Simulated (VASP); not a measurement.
# As in VASP: further runs

The runs below take As through single point, with PBEsol.

Everything below comes from runs of VASP 6.6.1. Logs are shortened: lines on timing, memory, paths and dates and some standing lists are left out, and cuts for length are marked.

## (1) The cell of the first run

It takes space group R-3m (No. 166, trigonal). The conventional cell has a = 3.762 Å, b = 3.762 Å, c = 10.542 Å, α = 90.00°, β = 90.00°, γ = 120.00°. As (site symmetry 3m) has 6 As at 2.51 to 3.14 Å within 3.3 Å.

## (2) Single point, PBEsol

Input file INCAR:

```
SYSTEM = As
ALGO = Normal
EDIFF = 1E-6
ENCUT = 520
GGA = PS
ISIF = 2
ISMEAR = -1
LASPH = .True.
LCHARG = .True.
LELF = .True.
LREAL = .False.
LVHAR = .True.
LWAVE = .False.
NBANDS = 12
NELM = 60
PREC = Accurate
SIGMA = 0.05
```

Input file KPOINTS:

```
k-points
0
Gamma
  10 10 10
  0 0 0
```

Input file POSCAR:

```
As
1.0
    1.8807968987      1.0858785957      3.5140619945
   -1.8807968987      1.0858785957      3.5140619945
    0.0000000000     -2.1717571915      3.5140619945
As
2
Direct
    0.7740000000      0.7740000000      0.7740000000
    0.2260000000      0.2260000000      0.2260000000
```

Potentials or basis: VASP PAW PBE potentials, release 64 (As).

On the command line:

```bash
> cat potpaw_PBE.64/As/POTCAR > POTCAR
> mpirun -np 1 vasp_std > vasp.out
```

OUTCAR:

```text
SYSTEM = As
   EDIFF = 1E-6
   ENCUT = 520
   GGA = PS
   ISIF = 2
   ISMEAR = -1
   LASPH = .True.
   LREAL = .False.
   NELM = 60
   PREC = Accurate

 ion  position               nearest neighbor table
   1  0.774  0.774  0.774-   2 2.51   2 2.51   2 2.51
   2  0.226  0.226  0.226-   1 2.51   1 2.51   1 2.51

  LATTYP: Found a trigonal (rhomboedric) cell.
 ALAT       =     4.1310000000
 COS(alpha) =     0.5854247172

  Lattice vectors:

 A1 = (   1.8807968987,   1.0858785957,   3.5140619945)
 A2 = (  -1.8807968987,   1.0858785957,   3.5140619945)
 A3 = (   0.0000000000,  -2.1717571915,   3.5140619945)

Analysis of symmetry for initial positions (statically):
=====================================================================
 Subroutine PRICEL returns:
 Original cell was already a primitive cell.

 Routine SETGRP: Setting up the symmetry group for a
 trigonal (rhombohedral) supercell.

 Subroutine GETGRP returns: Found 12 space group operations
 (whereof 12 operations were pure point group operations)
 out of a pool of 12 trial point group operations.

The static configuration has the point symmetry D_3d.

Analysis of symmetry for dynamics (positions and initial velocities):
=====================================================================
 Subroutine PRICEL returns:
 Original cell was already a primitive cell.

 Routine SETGRP: Setting up the symmetry group for a
 trigonal (rhombohedral) supercell.

 Subroutine GETGRP returns: Found 12 space group operations
 (whereof 12 operations were pure point group operations)
 out of a pool of 12 trial point group operations.

The dynamic configuration has the point symmetry D_3d.

 Subroutine INISYM returns: Found 12 space group operations
 (whereof 12 operations are pure point group operations),
 and found     1 'primitive' translations

----------------------------------------------------------------------------------------

                                     Primitive cell

  volume of cell :      43.0610

  direct lattice vectors                    reciprocal lattice vectors
     1.880796899  1.085878596  3.514061995     0.265844760  0.153485544  0.094856987
    -1.880796899  1.085878596  3.514061995    -0.265844760  0.153485544  0.094856987
     0.000000000 -2.171757191  3.514061995     0.000000000 -0.306971087  0.094856987

  length of vectors
     4.131000000  4.131000000  4.131000000     0.321292852  0.321292852  0.321292852

  position of ions in fractional coordinates (direct lattice)
     0.774000000  0.774000000  0.774000000
     0.226000000  0.226000000  0.226000000

  ion indices of the primitive-cell ions
   primitive index   ion index
                 1           1
                 2           2

----------------------------------------------------------------------------------------

 KPOINTS: k-points

Automatic generation of k-mesh.
 Grid dimensions read from file:
 generate k-points for:   10   10   10

 Generating k-lattice:

  Cartesian coordinates                     Fractional coordinates (reciprocal lattice)
     0.026584476  0.015348554  0.009485699     0.100000000  0.000000000 -0.000000000
    -0.026584476  0.015348554  0.009485699     0.000000000  0.100000000 -0.000000000
     0.000000000 -0.030697109  0.009485699    -0.000000000 -0.000000000  0.100000000

  Length of vectors
     0.032129285  0.032129285  0.032129285

  Shift w.r.t. Gamma in fractional coordinates (k-lattice)
     0.000000000  0.000000000  0.000000000

 Subroutine IBZKPT returns following result:
 ===========================================

 Found    116 irreducible k-points:

 Following reciprocal coordinates:
            Coordinates               Weight
  0.000000  0.000000  0.000000      1.000000
  0.100000  0.000000  0.000000      6.000000
  0.200000  0.000000  0.000000      6.000000
  0.300000  0.000000  0.000000      6.000000
  0.400000  0.000000  0.000000      6.000000
  0.500000  0.000000 -0.000000      3.000000
[... 16 lines left out ...]
  0.300000  0.300000 -0.000000      6.000000
  0.400000  0.300000 -0.000000     12.000000
 [... further k-points ...]
   k-points           NKPTS =    116   k-points in BZ     NKDIM =    116   number of bands    NBANDS=     12
   number of dos      NEDOS =    301   number of ions     NIONS =      2
   total plane-waves  NPLWV =  32768
   dimension x,y,z NGX =    32 NGY =   32 NGZ =   32
   dimension x,y,z NGXF=    64 NGYF=   64 NGZF=   64
   ions per type =               2
   NGX,Y,Z   is equivalent  to a cutoff of  12.88, 12.88, 12.88 a.u.
   NGXF,Y,Z  is equivalent  to a cutoff of  25.76, 25.76, 25.76 a.u.
 SYSTEM =  As
   PREC   = accura    normal or accurate (medium, high low for compatibility)
   ISTART =      0    job   : 0-new  1-cont  2-samecut
   ICHARG =      2    charge: 1-file 2-atom 10-const
   ISPIN  =      1    spin polarized calculation?
   LNONCOLLINEAR =      F non collinear calculations
   LSORBIT =      F    spin-orbit coupling
   LASPH  =      T    aspherical Exc in radial PAW
   ENCUT  =  520.0 eV  38.22 Ry    6.18 a.u.   7.68  7.68  7.68*2*pi/ulx,y,z
   NELM   =     60;   NELMIN=  2; NELMDL= -5     # of ELM steps
   EDIFF  = 0.1E-05   stopping-criterion for ELM
   LREAL  =      F    real-space projection
   EDIFFG = 0.1E-04   stopping-criterion for IOM
   NSW    =      0    number of steps for IOM
   IBRION =     -1    ionic relax: 0-MD 1-quasi-New 2-CG
   NFREE  =      0    steps in history (QN), initial steepest desc. (CG)
   ISIF   =      2    stress and relaxation
   ISYM   =      2    0-nonsym 1-usesym 2-fastsym
   POTIM  = 0.5000    time-step for ionic-motion
   TEBEG  =    0.0;   TEEND  =   0.0 temperature during run
   PSTRESS=    0.0 pullay stress
   NELECT =      10.0000    total number of electrons
   NUPDOWN=      -1.0000    fix difference up-down
   EMIN   =  10.00;   EMAX   =-10.00  energy-range for DOS
   EFERMI =   0.00;   METHOD = LEGACY
   ISMEAR =    -1;   SIGMA  =   0.05  broadening in eV -4-tet -1-fermi 0-gaus
   EFERMI_NEDOS =   21; number of points for ismear=-14 and -15
   IALGO  =     38    algorithm
   IMIX   =      4    mixing-type and parameters
     AMIX     =   0.40;   BMIX     =  1.00
     AMIX_MAG =   1.60;   BMIX_MAG =  1.00
  volume/ion in A,a.u.               =      21.53       145.29
  Fermi-wavevector in a.u.,A,eV,Ry     =   1.006268  1.901570 13.776916  1.012575
  Thomas-Fermi vector in A             =   2.138999
   LORBIT       =      0    0 simple, 1 ext, 2 COOP (PROOUT), +10 PAW based schemes
   GGA     = PS    functional components
   LHFCALC =     F    Hartree Fock is set to
   AEXX    =    0.0000 exact exchange contribution
   IVDW    =     0    specifies the selected vdW correction
   LEPSILON=     F    determine dielectric tensor
   LRPA    =     F    only Hartree local field effects (RPA)
 non-spin polarized calculation
  energy-cutoff  :      520.00
  volume of cell :       43.06
 maximum number of plane-waves:      1170
   NGX = 15   NGY = 15   NGZ = 15

 number of electron      10.0000000 magnetization

 Free energy of the ion-electron system (eV)
  ---------------------------------------------------
  ext. energy  EPLUGINS =         0.00000000
  ---------------------------------------------------
  free energy    TOTEN  =       -10.19980140 eV

  energy without entropy =      -10.19797007  energy(sigma->0) =      -10.19888574

 E-fermi :   5.3710     XC(G=0): -10.1054

 val. band max:        5.3218607535   @ k =   0.4000   0.1000   0.1000
 cond. band min:       5.3776716097   @ k =   0.4000   0.2000   0.2000
 fundamental gap:      0.0558108562
 Fermi energy:         5.3709643049

 k-point     1 :       0.0000    0.0000    0.0000
  band No.  band energies     occupation
      1      -9.7470      2.00000
      2      -0.4448      2.00000
      3       2.8531      2.00000
      4       3.3026      2.00000
      5       3.3026      2.00000
      6       6.8919      0.00000
      7       8.2251      0.00000
      8       8.2251      0.00000
      9      12.1661      0.00000
     10      12.1661      0.00000
     11      12.6796      0.00000
     12      14.0895      0.00000

 k-point     2 :       0.1000    0.0000    0.0000
  band No.  band energies     occupation
      1      -9.6127      2.00000
      2      -0.9169      2.00000
      3       2.8706      2.00000
      4       3.1970      2.00000
      5       3.2629      2.00000
      6       7.1556      0.00000
      7       7.9668      0.00000
      8       8.1402      0.00000
      9      11.3120      0.00000
     10      12.0160      0.00000
     11      12.0267      0.00000
     12      14.8457      0.00000

 k-point     3 :       0.2000    0.0000    0.0000
  band No.  band energies     occupation
      1      -9.2132      2.00000
      2      -2.0730      2.00000
      3       2.6300      2.00000
      4       2.9521      2.00000
      5       3.6111      2.00000
      6       6.8617      0.00000
      7       7.6312      0.00000
      8       7.7831      0.00000
      9      11.0036      0.00000
     10      11.7219      0.00000
     11      12.4390      0.00000
     12      16.5731      0.00000

 k-point     4 :       0.3000    0.0000    0.0000
  band No.  band energies     occupation
      1      -8.5614      2.00000
      2      -3.4995      2.00000
      3       2.4930      2.00000
      4       2.6962      2.00000
      5       4.0608      2.00000
      6       6.1199      0.00000
      7       6.8374      0.00000
      8       7.2785      0.00000
      9      11.7374      0.00000
     10      12.5865      0.00000
     11      13.6802      0.00000
     12      17.7665      0.00000

 k-point     5 :       0.4000    0.0000    0.0000
  band No.  band energies     occupation
      1      -7.7016      2.00000
      2      -4.9009      2.00000
      3       2.5010      2.00000
      4       2.5169      2.00000
      5       4.5062      2.00000
      6       5.4646      0.26643
      7       6.0424      0.00000
      8       6.8890      0.00000
      9      12.7776      0.00000
     10      14.4568      0.00000
     11      15.4774      0.00000
     12      16.3464      0.00000
[... 228 lines left out ...]
      1      -7.4904      2.00000
      2      -4.7220      2.00000
      3       0.4224      2.00000
      4       2.8553      2.00000
      5       3.3660      2.00000
      6       6.2968      0.00000
      7       6.6133      0.00000
      8       9.4470      0.00000
      9      11.6656      0.00000
     10      13.7679      0.00000
     11      15.6783      0.00000
     12      17.6721      0.00000

 k-point    22 :      -0.2000    0.2000    0.0000
  band No.  band energies     occupation
      1      -8.2921      2.00000
      2      -3.6400      2.00000
      3       1.0089      2.00000
      4       3.3396      2.00000
      5       3.5645      2.00000
      6       6.0545      0.00000
      7       6.5470      0.00000
      8       9.0837      0.00000
      9      10.6462      0.00000
     10      13.2791      0.00000
     11      15.4297      0.00000
     12      16.1648      0.00000

 k-point    23 :       0.3000    0.3000   -0.0000
  band No.  band energies     occupation
      1      -8.3595      2.00000
      2      -3.0438      2.00000
      3       0.6025      2.00000
      4       1.7475      2.00000
      5       2.5484      2.00000
      6       7.1255      0.00000
      7       8.8808      0.00000
      8       9.9161      0.00000
      9      11.3691      0.00000
     10      14.4567      0.00000
     11      14.5529      0.00000
     12      16.3138      0.00000

 k-point    24 :       0.4000    0.3000   -0.0000
  band No.  band energies     occupation
      1      -7.8283      2.00000
      2      -3.7033      2.00000
      3       0.1282      2.00000
      4       1.3789      2.00000
      5       2.1412      2.00000
      6       7.4561      0.00000
      7       9.6987      0.00000
      8       9.9678      0.00000
      9      11.0128      0.00000
     10      15.7856      0.00000
     11      15.8870      0.00000
     12      16.7732      0.00000

 [... further k-points ...]
[... 5 lines left out ...]
  --------------------------------------------------------------------------------------
  -------------------------------------------------------------------------------------
  Total        0.2734701      0.2734701      0.0279133      0.0000000     -0.0000000      0.0000000
  in kB       10.1750515     10.1750515      1.0385762      0.0000000     -0.0000000      0.0000000
  external PRESSURE =       7.1295598 kB  Pullay stress =       0.0000000 kB

 VOLUME and BASIS-vectors are now :
 -----------------------------------------------------------------------------
  energy-cutoff  :      520.00
  volume of cell :       43.06
      direct lattice vectors                 reciprocal lattice vectors
     1.880796899  1.085878596  3.514061995     0.265844760  0.153485544  0.094856987
    -1.880796899  1.085878596  3.514061995    -0.265844760  0.153485544  0.094856987
     0.000000000 -2.171757191  3.514061995     0.000000000 -0.306971087  0.094856987

 POSITION                                       TOTAL-FORCE (eV/Angst)
 -----------------------------------------------------------------------------------
      0.00000     -0.00000      8.15965         0.000000      0.000000     -0.447621
      0.00000     -0.00000      2.38253         0.000000     -0.000000      0.447621
 -----------------------------------------------------------------------------------
    total drift:                               -0.000000     -0.000000      0.000000

  FREE ENERGIE OF THE ION-ELECTRON SYSTEM (eV)
  ---------------------------------------------------
  free  energy   TOTEN  =       -10.1998014039 eV

  energy  without entropy=      -10.1979700677  energy(sigma->0) =      -10.19888574
```

Wall time 30 s (1 thread of AMD EPYC 9R45 (Zen 5), shared host); peak memory 0.17 GiB.

Results:

```yaml
Free_energy: -10.1998 eV
Pressure: 0.7 GPa
Largest_force: 0.448 eV/Å
Band_gap_on_the_k_mesh: zero (bands 5 and 6 overlap by 0.42 eV)
```

Forces in eV/Å, atoms in the order of the input:
```
As   0.000  0.000 -0.448
As   0.000  0.000  0.448
```

Levels at points of the mesh, in eV from the Fermi level:
```tsv
k point	band 2	band 3	band 4	band 5	band 6	band 7	band 8	band 9
(0.00, 0.00, 0.00)	-5.82	-2.52	-2.07	-2.07	1.52	2.85	2.85	6.80
(0.50, 0.00, 0.00)	-11.15	-2.92	-2.84	-0.41	-0.40	0.32	1.38	8.82
(0.50, 0.50, 0.00)	-9.79	-6.01	-4.24	-4.19	1.31	5.45	6.85	7.26
(0.50, 0.50, 0.50)	-9.99	-1.82	-1.82	-0.73	0.74	0.74	1.85	7.86
```

Caveat: the PAW data sets were made with another functional, which shifts forces and pressure a little.

## (3) Single point, PBEsol

Input file INCAR:

```
PREC = Accurate ; ENCUT = 520
EDIFF = 1E-6 ; ISMEAR = -1
SIGMA = 0.05 ; LREAL = F
LASPH = T ; NELM = 60
ALGO = Normal ; ISIF = 2
LWAVE = F ; LCHARG = T
GGA = PS ; LELF = T
LVHAR = T ; NBANDS = 12
```

Input file KPOINTS:

```
regular mesh
0
Gamma
  10 10 10
```

POSCAR is that of step 2.

Potentials or basis: VASP PAW PBE potentials, release 64 (As).

On the command line:

```bash
> cat potpaw_PBE.64/As/POTCAR > POTCAR
> mpirun -np 1 vasp_std > vasp.out
```

Run time: 28 s. Hardware: 1 thread of AMD EPYC 9R45 (Zen 5), shared host; peak memory 0.17 GiB.

Results (log left out):

```
Free energy            : -10.1998 eV
Pressure               : 0.7 GPa
Largest force          : 0.448 eV/Å
Band gap on the k mesh : zero (bands 5 and 6 overlap by 0.42 eV)
```

Forces on the atoms (eV/Å):
```
As   0.000  0.000 -0.448
As   0.000  0.000  0.448
```

Stress tensor (GPa, compression positive):
```
1.02 0.00 0.00
0.00 1.02 0.00
0.00 0.00 0.10
```

Levels at points of the mesh, in eV from the Fermi level:
| k point | band 1 | band 2 | band 3 | band 4 | band 5 | band 6 | band 7 | band 8 | band 9 | band 10 |
| --- | --- | --- | --- | --- | --- | --- | --- | --- | --- | --- |
| (0.00, 0.00, 0.00) | -15.12 | -5.82 | -2.52 | -2.07 | -2.07 | 1.52 | 2.85 | 2.85 | 6.80 | 6.80 |
| (0.50, 0.00, 0.00) | -12.39 | -11.15 | -2.92 | -2.84 | -0.41 | -0.40 | 0.32 | 1.38 | 8.82 | 9.06 |
| (0.50, 0.50, 0.00) | -12.34 | -9.79 | -6.01 | -4.24 | -4.19 | 1.31 | 5.45 | 6.85 | 7.26 | 10.55 |
| (0.50, 0.50, 0.50) | -13.85 | -9.99 | -1.82 | -1.82 | -0.73 | 0.74 | 0.74 | 1.85 | 7.86 | 10.35 |

Caveat: the PAW data sets were made with another functional, which shifts forces and pressure a little.

## (4) Single point, PBEsol (shortest bond scaled by 0.94)

Input file INCAR:

```
SYSTEM = As
PREC = Accurate
ENCUT = 520
EDIFF = 1E-6
ISMEAR = -1
SIGMA = 0.05
LREAL = .False.
LASPH = .True.
NELM = 60
ALGO = Normal
ISIF = 2
LWAVE = .False.
LCHARG = .False.
GGA = PS
NBANDS = 12
```

Input file KPOINTS:

```
regular mesh
0
Gamma
  10 10 10
  0 0 0
```

Input file POSCAR:

```
As
1.0
    1.8807968987      1.0858785957      3.5140619945
   -1.8807968987      1.0858785957      3.5140619945
    0.0000000000     -2.1717571915      3.5140619945
As
2
Direct
    0.7575600000      0.7875600000      0.7875600000
    0.2424400000      0.2124400000      0.2124400000
```

On the command line:

```bash
> cat potpaw_PBE.64/As/POTCAR > POTCAR
> mpirun -np 1 vasp_std > vasp.out
```

Run time: 62 s. Hardware: 1 thread of AMD EPYC 9R45 (Zen 5), shared host; peak memory 0.23 GiB.

It converged, with:

```yaml
Free_energy: -10.0796 eV
Pressure: 3.4 GPa
Largest_force: 1.618 eV/Å
Band_gap_on_the_k_mesh: zero (bands 5 and 6 overlap by 0.38 eV)
```

Forces in eV/Å, atoms in the order of the input:
```
As   0.845  0.488 -1.290
As  -0.845 -0.488  1.290
```

Stress tensor (GPa, compression positive):
```
 4.96  2.07 -3.68
 2.07  2.56 -2.12
-3.68 -2.12  2.80
```

Levels at points of the mesh, in eV from the Fermi level:
```csv
k point,band 3,band 4,band 5,band 6,band 7,band 8
"(0.00, 0.00, 0.00)",-2.75,-2.22,-1.88,1.04,2.14,3.33
"(0.50, 0.00, 0.00)",-3.08,-3.06,-0.76,-0.16,1.09,1.61
"(0.00, 0.50, 0.00)",-3.34,-2.91,-0.71,-0.25,0.50,1.85
"(0.50, 0.50, 0.00)",-6.06,-4.43,-3.96,0.76,5.74,7.19
"(0.00, 0.50, 0.50)",-5.45,-4.33,-4.24,1.37,5.50,6.78
"(0.50, 0.50, 0.50)",-2.58,-1.57,-1.02,0.28,1.37,2.03
```

Caveat: the cell differs from its parent crystal (shortest bond scaled by 0.94); the cell stands under pressure; the PAW data sets were made with another functional, which shifts forces and pressure a little.
